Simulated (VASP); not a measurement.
# Na in VASP: a series of runs, part 2 of 3

VASP 6.6.1. The steps go on from the part before.

### Step 4. Electric field gradients, PBEsol (equal xx and yy strain of -1 %)

The input, INCAR:

```
SYSTEM = Na
PREC = Accurate
ENCUT = 520
EDIFF = 1E-8
ISMEAR = -1
SIGMA = 0.03
LREAL = .False.
LASPH = .True.
NELM = 100
ALGO = Normal
ISIF = 2
LWAVE = .False.
LCHARG = .False.
GGA = PS
LEFG = .True.
NBANDS = 10
```

The input, KPOINTS:

```
regular mesh
0
Gamma
  11 11 11
  0 0 0
```

The input, POSCAR:

```
Na
1.0
   -2.0963250000      2.0963250000      2.1175000000
    2.0963250000     -2.0963250000      2.1175000000
    2.0963250000      2.0963250000     -2.1175000000
Na
1
Direct
    0.0000000000      0.0000000000      0.0000000000
```

Potentials or basis: VASP PAW PBE potentials, release 64 (Na_pv).

On the command line:

```
$ cat potpaw_PBE.64/Na_pv/POTCAR > POTCAR
$ mpirun -np 1 vasp_std > vasp.out
```

OUTCAR:

```text
SYSTEM = Na
   PREC = Accurate
   ENCUT = 520
   EDIFF = 1E-8
   ISMEAR = -1
   LREAL = .False.
   LASPH = .True.
   NELM = 100
   ISIF = 2
   GGA = PS

 ion  position               nearest neighbor table
   1  0.000  0.000  0.000-

  LATTYP: Found a body centered tetragonal cell.
 ALAT       =     4.1926500000
 C/A-ratio  =     1.0101010101

  Lattice vectors:

 A1 = (  -2.0963250000,   2.0963250000,   2.1175000000)
 A2 = (   2.0963250000,  -2.0963250000,   2.1175000000)
 A3 = (   2.0963250000,   2.0963250000,  -2.1175000000)

Analysis of symmetry for initial positions (statically):
=====================================================================
 Subroutine PRICEL returns:
 Original cell was already a primitive cell.

 Routine SETGRP: Setting up the symmetry group for a
 body centered tetragonal supercell.

 Subroutine GETGRP returns: Found 16 space group operations
 (whereof 16 operations were pure point group operations)
[... 491 lines left out ...]

 VOLUME and BASIS-vectors are now :
 -----------------------------------------------------------------------------
  energy-cutoff  :      520.00
  volume of cell :       37.22
      direct lattice vectors                 reciprocal lattice vectors
    -2.096325000  2.096325000  2.117500000     0.000000000  0.238512635  0.236127509
     2.096325000 -2.096325000  2.117500000     0.238512635  0.000000000  0.236127509
     2.096325000  2.096325000 -2.117500000     0.238512635  0.238512635  0.000000000

 POSITION                                       TOTAL-FORCE (eV/Angst)
 -----------------------------------------------------------------------------------
      0.00000      0.00000      0.00000         0.000000      0.000000     -0.000000
 -----------------------------------------------------------------------------------
    total drift:                               -0.000000     -0.000000     -0.000000

  FREE ENERGIE OF THE ION-ELECTRON SYSTEM (eV)
  ---------------------------------------------------
  free  energy   TOTEN  =        -1.4021694777 eV

  energy  without entropy=       -1.4010224297  energy(sigma->0) =       -1.40159595

 Electric field gradients (V/A^2)
---------------------------------------------------------------------
 ion       V_xx      V_yy      V_zz      V_xy      V_xz      V_yz
---------------------------------------------------------------------
   1      -0.017    -0.017     0.034    -0.005    -0.005    -0.005
---------------------------------------------------------------------

 Electric field gradients after diagonalization (V/A^2)
 (convention: |V_zz| > |V_xx| > |V_yy|)
----------------------------------------------------------------------
 ion       V_xx      V_yy      V_zz     asymmetry (V_yy - V_xx)/ V_zz
----------------------------------------------------------------------
   1      -0.022    -0.012     0.035       0.298
----------------------------------------------------------------------

           NMR quadrupolar parameters

 Cq : quadrupolar parameter    Cq=e*Q*V_zz/h
 eta: asymmetry parameters     (V_yy - V_xx)/ V_zz
 Q  : nuclear electric quadrupole moment in mb (millibarn)
----------------------------------------------------------------------
 ion       Cq(MHz)       eta       Q (mb)
----------------------------------------------------------------------
   1       0.000       0.298       1.000
----------------------------------------------------------------------
```

OSZICAR:

```text
N       E                     dE             d eps       ncg     rms          rms(c)
DAV:   1     0.286808845113E+02    0.28681E+02   -0.38000E+03  2524   0.588E+02
DAV:   2    -0.746568054191E+00   -0.29427E+02   -0.29268E+02  2588   0.151E+02
DAV:   3    -0.139871864304E+01   -0.65215E+00   -0.65174E+00  3032   0.238E+01
DAV:   4    -0.140423863693E+01   -0.55200E-02   -0.55195E-02  2992   0.219E+00
DAV:   5    -0.140431127705E+01   -0.72640E-04   -0.72639E-04  2902   0.245E-01    0.236E-01
DAV:   6    -0.140267483719E+01    0.16364E-02   -0.27856E-03  2958   0.769E-01    0.143E-01
DAV:   7    -0.140222205806E+01    0.45278E-03   -0.24885E-03  2856   0.650E-01    0.456E-02
DAV:   8    -0.140216909970E+01    0.52958E-04   -0.19898E-04  2862   0.244E-01    0.204E-03
DAV:   9    -0.140216938379E+01   -0.28409E-06   -0.81313E-07  2900   0.947E-03    0.113E-03
DAV:  10    -0.140216947645E+01   -0.92664E-07   -0.39868E-08  2860   0.140E-03    0.110E-04
DAV:  11    -0.140216947769E+01   -0.12350E-08   -0.90073E-10  1702   0.331E-04
   1 F= -.14021695E+01 E0= -.14015960E+01  d E =-.114705E-02
```

Wall time 24 s (1 thread of Intel Xeon Platinum 8259CL at 2.50GHz (Skylake/Cascade Lake), shared host); peak memory 0.17 GiB.

What came out:

```
Free energy                             : -1.4022 eV
Pressure                                : -0.2 GPa
Band gap on the k mesh                  : zero (an odd number of electrons rules out a gap without spin polarisation)
Largest electric field gradient by atom : zero within the noise of the run
```

Levels at points of the mesh, in eV from the Fermi level:
| k point | band 1 | band 2 | band 3 | band 4 | band 5 | band 6 | band 7 | band 8 | band 9 |
| --- | --- | --- | --- | --- | --- | --- | --- | --- | --- |
| (0.00, 0.00, 0.00) | -24.80 | -24.80 | -24.80 | -3.28 | 11.64 | 11.64 | 11.80 | 12.62 | 12.77 |

Caveat: the cell differs from its parent crystal (equal xx and yy strain of -1 %); the PAW data sets were made with another functional, which shifts forces and pressure a little.

### Step 5. Electric field gradients, PBEsol (zz strain of -1 %)

The input, INCAR:

```
PREC = Accurate
ENCUT = 520
EDIFF = 1E-8
ISMEAR = -1
SIGMA = 0.03
LREAL = False
LASPH = True
NELM = 60
ALGO = Normal
ISIF = 2
LWAVE = False
LCHARG = False
GGA = PS
LEFG = True
NBANDS = 10
```

The input, KPOINTS:

```
regular mesh
0
Gamma
  11 11 11
```

The input, POSCAR:

```
Na
1.0
   -2.1175000000      2.1175000000      2.0963250000
    2.1175000000     -2.1175000000      2.0963250000
    2.1175000000      2.1175000000     -2.0963250000
Na
1
Direct
    0.0000000000      0.0000000000      0.0000000000
```

Potentials or basis: VASP PAW PBE potentials, release 64 (Na_pv).

On the command line:

```
$ cat potpaw_PBE.64/Na_pv/POTCAR > POTCAR
$ mpirun -np 1 vasp_std > vasp.out
```

OUTCAR:

```text
PREC = Accurate
   ENCUT = 520
   EDIFF = 1E-8
   ISMEAR = -1
   LREAL = False
   LASPH = True
   NELM = 60
   ISIF = 2
   GGA = PS

 ion  position               nearest neighbor table
   1  0.000  0.000  0.000-

  LATTYP: Found a body centered tetragonal cell.
 ALAT       =     4.2350000000
 C/A-ratio  =     0.9900000000

  Lattice vectors:

 A1 = (  -2.1175000000,   2.1175000000,   2.0963250000)
[... 517 lines left out ...]
 -----------------------------------------------------------------------------------
    total drift:                               -0.000000     -0.000000     -0.000000

  FREE ENERGIE OF THE ION-ELECTRON SYSTEM (eV)
  ---------------------------------------------------
  free  energy   TOTEN  =        -1.4016365655 eV

  energy  without entropy=       -1.4005074597  energy(sigma->0) =       -1.40107201

 Electric field gradients (V/A^2)
---------------------------------------------------------------------
 ion       V_xx      V_yy      V_zz      V_xy      V_xz      V_yz
---------------------------------------------------------------------
   1       0.001     0.001    -0.003    -0.004    -0.004    -0.004
---------------------------------------------------------------------

 Electric field gradients after diagonalization (V/A^2)
 (convention: |V_zz| > |V_xx| > |V_yy|)
----------------------------------------------------------------------
 ion       V_xx      V_yy      V_zz     asymmetry (V_yy - V_xx)/ V_zz
----------------------------------------------------------------------
   1       0.006     0.003    -0.009       0.250
----------------------------------------------------------------------

           NMR quadrupolar parameters

 Cq : quadrupolar parameter    Cq=e*Q*V_zz/h
 eta: asymmetry parameters     (V_yy - V_xx)/ V_zz
 Q  : nuclear electric quadrupole moment in mb (millibarn)
----------------------------------------------------------------------
 ion       Cq(MHz)       eta       Q (mb)
----------------------------------------------------------------------
   1      -0.000       0.250       1.000
----------------------------------------------------------------------
```

OSZICAR:

```text
N       E                     dE             d eps       ncg     rms          rms(c)
DAV:   1     0.264862669878E+02    0.26486E+02   -0.37871E+03  2520   0.580E+02
DAV:   2    -0.824934375019E+00   -0.27311E+02   -0.27193E+02  2568   0.141E+02
DAV:   3    -0.139911672702E+01   -0.57418E+00   -0.57387E+00  3080   0.233E+01
DAV:   4    -0.140366816472E+01   -0.45514E-02   -0.45512E-02  2946   0.200E+00
DAV:   5    -0.140372990927E+01   -0.61745E-04   -0.61744E-04  2942   0.230E-01    0.235E-01
DAV:   6    -0.140212324120E+01    0.16067E-02   -0.27707E-03  2964   0.767E-01    0.142E-01
DAV:   7    -0.140168955514E+01    0.43369E-03   -0.25049E-03  2838   0.651E-01    0.457E-02
DAV:   8    -0.140163616293E+01    0.53392E-04   -0.20166E-04  2916   0.246E-01    0.206E-03
DAV:   9    -0.140163645861E+01   -0.29568E-06   -0.79141E-07  2890   0.923E-03    0.113E-03
DAV:  10    -0.140163656466E+01   -0.10605E-06   -0.37238E-08  2848   0.117E-03    0.114E-04
DAV:  11    -0.140163656555E+01   -0.88471E-09   -0.10646E-09  1744   0.422E-04
   1 F= -.14016366E+01 E0= -.14010720E+01  d E =-.112911E-02
```

stdout:

```text
POSCAR found type information on POSCAR Na
 POSCAR found :  1 types and       1 ions
 scaLAPACK will be used
 -----------------------------------------------------------------------------
|                                                                             |
|                                                                             |
|     You enforced a specific xc type in the INCAR file but a different       |
|     I HOPE YOU KNOW WHAT YOU ARE DOING!                                     |
|                                                                             |
 -----------------------------------------------------------------------------

 LDA part: xc-table for (Slater+PW92), standard interpolation
 POSCAR, INCAR and KPOINTS ok, starting setup
 FFT: planning ... GRIDC
 FFT: planning ... GRID_SOFT
 FFT: planning ... GRID
 WAVECAR not read
 entering main loop
ion   1
```

Run time: 26 s. Hardware: 1 thread of Intel Xeon Platinum 8259CL at 2.50GHz (Skylake/Cascade Lake), shared host; peak memory 0.17 GiB.

What came out:

```
Free energy                             : -1.4016 eV
Pressure                                : -0.3 GPa
Band gap on the k mesh                  : zero (an odd number of electrons rules out a gap without spin polarisation)
Largest electric field gradient by atom : zero within the noise of the run
```

Levels at points of the mesh, in eV from the Fermi level:
```
           k point  band 1  band 2  band 3  band 4  band 5  band 6  band 7  band 8  band 9
(0.00, 0.00, 0.00)  -24.81  -24.81  -24.81   -3.26   11.53   11.68   11.68   12.55   12.70
```

Caveat: the cell differs from its parent crystal (zz strain of -1 %); the PAW data sets were made with another functional, which shifts forces and pressure a little.

### Step 6. Electric field gradients, PBEsol (zz strain of +1 %)

INCAR, as its differences from that of step 5:

```diff
@@ -7,3 +7,3 @@
 LASPH = True
-NELM = 60
+NELM = 80
 ALGO = Normal
```

KPOINTS is that of step 5.

The input, POSCAR:

```
Na
1.0
   -2.1175000000      2.1175000000      2.1386750000
    2.1175000000     -2.1175000000      2.1386750000
    2.1175000000      2.1175000000     -2.1386750000
Na
1
Direct
    0.0000000000      0.0000000000      0.0000000000
```

Potentials or basis: VASP PAW PBE potentials, release 64 (Na_pv).

On the command line:

```
$ cat potpaw_PBE.64/Na_pv/POTCAR > POTCAR
$ mpirun -np 1 vasp_std > vasp.out
```

OUTCAR:

```text
PREC = Accurate
   ENCUT = 520
   EDIFF = 1E-8
   ISMEAR = -1
   LREAL = False
   LASPH = True
   NELM = 80
   ISIF = 2
   GGA = PS

 ion  position               nearest neighbor table
   1  0.000  0.000  0.000-

  LATTYP: Found a body centered tetragonal cell.
 ALAT       =     4.2350000000
 C/A-ratio  =     1.0100000000

  Lattice vectors:

 A1 = (  -2.1175000000,   2.1175000000,   2.1386750000)
 A2 = (   2.1175000000,  -2.1175000000,   2.1386750000)
 A3 = (   2.1175000000,   2.1175000000,  -2.1386750000)

Analysis of symmetry for initial positions (statically):
=====================================================================
 Subroutine PRICEL returns:
 Original cell was already a primitive cell.

 Routine SETGRP: Setting up the symmetry group for a
 body centered tetragonal supercell.

 Subroutine GETGRP returns: Found 16 space group operations
 (whereof 16 operations were pure point group operations)
 out of a pool of 16 trial point group operations.

The static configuration has the point symmetry D_4h.

Analysis of symmetry for dynamics (positions and initial velocities):
=====================================================================
 Subroutine PRICEL returns:
 Original cell was already a primitive cell.

 Routine SETGRP: Setting up the symmetry group for a
 body centered tetragonal supercell.

 Subroutine GETGRP returns: Found 16 space group operations
 (whereof 16 operations were pure point group operations)
 out of a pool of 16 trial point group operations.

The dynamic configuration has the point symmetry D_4h.
[... 156 lines left out ...]
      4      -2.9951      2.00000
      5      11.6751      0.00000
      6      11.6751      0.00000
      7      11.8224      0.00000
      8      12.6358      0.00000
      9      12.7807      0.00000
     10      13.1778      0.00000
[... 287 lines left out ...]
 k-point    24 :      -0.1818    0.1818    0.0000
  band No.  band energies     occupation
      1     -24.6118      2.00000
      2     -24.6056      2.00000
      3     -24.6024      2.00000
      4      -2.4251      2.00000
      5       7.7971      0.00000
      6       9.8401      0.00000
      7      10.3546      0.00000
      8      10.6962      0.00000
      9      11.6572      0.00000
     10      13.8300      0.00000

 [... further k-points ...]

------------------------ aborting loop because EDIFF is reached ----------------------------------------

  FORCE on cell =-STRESS in cart. coord.  units (eV):
  Direction    XX          YY          ZZ          XY          YZ          ZX
  --------------------------------------------------------------------------------------
  -------------------------------------------------------------------------------------
  Total       -0.0949765     -0.0949765     -0.1026229      0.0000000      0.0000000      0.0000000
  in kB       -3.9671163     -3.9671163     -4.2865024      0.0000000      0.0000000      0.0000000
  external PRESSURE =      -4.0735783 kB  Pullay stress =       0.0000000 kB

 VOLUME and BASIS-vectors are now :
 -----------------------------------------------------------------------------
  energy-cutoff  :      520.00
  volume of cell :       38.36
      direct lattice vectors                 reciprocal lattice vectors
    -2.117500000  2.117500000  2.138675000     0.000000000  0.236127509  0.233789613
     2.117500000 -2.117500000  2.138675000     0.236127509  0.000000000  0.233789613
     2.117500000  2.117500000 -2.138675000     0.236127509  0.236127509  0.000000000

 POSITION                                       TOTAL-FORCE (eV/Angst)
 -----------------------------------------------------------------------------------
      0.00000      0.00000      0.00000         0.000000      0.000000      0.000000
 -----------------------------------------------------------------------------------
    total drift:                               -0.000000     -0.000000     -0.000000

  FREE ENERGIE OF THE ION-ELECTRON SYSTEM (eV)
  ---------------------------------------------------
  free  energy   TOTEN  =        -1.4000374974 eV

  energy  without entropy=       -1.3988786252  energy(sigma->0) =       -1.39945806

 Electric field gradients (V/A^2)
---------------------------------------------------------------------
 ion       V_xx      V_yy      V_zz      V_xy      V_xz      V_yz
---------------------------------------------------------------------
   1      -0.017    -0.017     0.034    -0.003    -0.003    -0.003
---------------------------------------------------------------------

 Electric field gradients after diagonalization (V/A^2)
 (convention: |V_zz| > |V_xx| > |V_yy|)
----------------------------------------------------------------------
 ion       V_xx      V_yy      V_zz     asymmetry (V_yy - V_xx)/ V_zz
----------------------------------------------------------------------
   1      -0.020    -0.014     0.034       0.199
----------------------------------------------------------------------

           NMR quadrupolar parameters

 Cq : quadrupolar parameter    Cq=e*Q*V_zz/h
 eta: asymmetry parameters     (V_yy - V_xx)/ V_zz
 Q  : nuclear electric quadrupole moment in mb (millibarn)
----------------------------------------------------------------------
 ion       Cq(MHz)       eta       Q (mb)
----------------------------------------------------------------------
   1       0.000       0.199       1.000
----------------------------------------------------------------------
```

stdout:

```text
POSCAR found type information on POSCAR Na
 POSCAR found :  1 types and       1 ions
 scaLAPACK will be used
 -----------------------------------------------------------------------------
|                                                                             |
|                                                                             |
|     You enforced a specific xc type in the INCAR file but a different       |
|     I HOPE YOU KNOW WHAT YOU ARE DOING!                                     |
|                                                                             |
 -----------------------------------------------------------------------------

 LDA part: xc-table for (Slater+PW92), standard interpolation
 POSCAR, INCAR and KPOINTS ok, starting setup
 FFT: planning ... GRIDC
 FFT: planning ... GRID_SOFT
 FFT: planning ... GRID
 WAVECAR not read
 entering main loop
ion   1
```

Wall time 26 s (1 thread of Intel Xeon Platinum 8259CL at 2.50GHz (Skylake/Cascade Lake), shared host); peak memory 0.17 GiB.

Results:

```yaml
Free_energy: -1.4000 eV
Pressure: -0.4 GPa
Band_gap_on_the_k_mesh: zero (an odd number of electrons rules out a gap without spin polarisation)
Largest_electric_field_gradient_by_atom: zero within the noise of the run
```

Levels at points of the mesh, in eV from the Fermi level:
| k point | band 2 | band 3 | band 4 | band 5 | band 6 | band 7 |
| --- | --- | --- | --- | --- | --- | --- |
| (0.00, 0.00, 0.00) | -24.83 | -24.83 | -3.22 | 11.45 | 11.45 | 11.60 |

Caveat: the cell differs from its parent crystal (zz strain of +1 %); the PAW data sets were made with another functional, which shifts forces and pressure a little.

[end of part 2 of 3]
